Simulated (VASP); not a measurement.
Set up this calculation in VASP 6.6.1, as the native input.

* Task: single point
* Functional: PBEsol
* Potentials or basis: VASP PAW PBE potentials, release 64 (Sn_d, O)
* Cutoff: 520 eV
* k mesh: 10 × 10 × 4
* Occupations: gaussian, width 0.15 eV
* Spin: no spin polarisation
* Dipole correction: no
* Further INCAR settings: ALGO = Fast; EDIFF = 1e-06; NBANDS = 50

The structure of SnO lies in POSCAR:

```
SnO
1.0
    2.7442644586     -2.6366662415      0.0000000000
    2.7442644586      2.6366662415      0.0000000000
    0.0000000000      0.0000000000      9.4948200140
Sn O
4 4
Direct
    0.9991897041      0.0008102959      0.9998622097
    0.0008102959      0.9991897041      0.4998622097
    0.5008102959      0.4991897041      0.2571377902
    0.4991897041      0.5008102959      0.7571377902
    0.0007797023      0.4992202976      0.3785000000
    0.9992202976      0.5007797024      0.8785000000
    0.5007797024      0.9992202976      0.3785000000
    0.4992202976      0.0007797023      0.8785000000
```

This cell differs from its parent crystal: strain +0.0200 x Voigt [1, -1, 0, 0, 0, 0].

These files were run (other wordings do the same):

INCAR

```
PREC = Accurate
ENCUT = 520
EDIFF = 1E-6
ISMEAR = 0
SIGMA = 0.15
LREAL = False
LASPH = True
NELM = 80
ALGO = Fast
ISIF = 2
LWAVE = False
LCHARG = False
GGA = PS
NBANDS = 50
```

KPOINTS

```
regular mesh
0
Gamma
  10 10 4
```

Potentials or basis: VASP PAW PBE potentials, release 64 (Sn_d, O).

Launch:

```sh
$ cat potpaw_PBE.64/Sn_d/POTCAR potpaw_PBE.64/O/POTCAR > POTCAR
$ mpirun -np 1 vasp_std > vasp.out
```

Results of the run:

```json
{
  "Pressure": "0.3 GPa",
  "Largest force": "0.091 eV/Å",
  "Band gap on the k mesh": "zero (bands 40 and 41 overlap by 0.15 eV)"
}
```

Caveat: the cell differs from its parent crystal (strain +0.0200 x Voigt [1, -1, 0, 0, 0, 0]); the stress differs along the axes, from -3 to 4 GPa; semilocal functionals underestimate gaps, and a narrow one can read as zero; the PAW data sets were made with another functional, which shifts forces and pressure a little; spin-orbit coupling is left out, which moves the levels of the heavy elements.

Run time: 12 min on 1 thread of Oxide Virtual Turin-like Processor (shared host), peak memory 0.52 GiB.
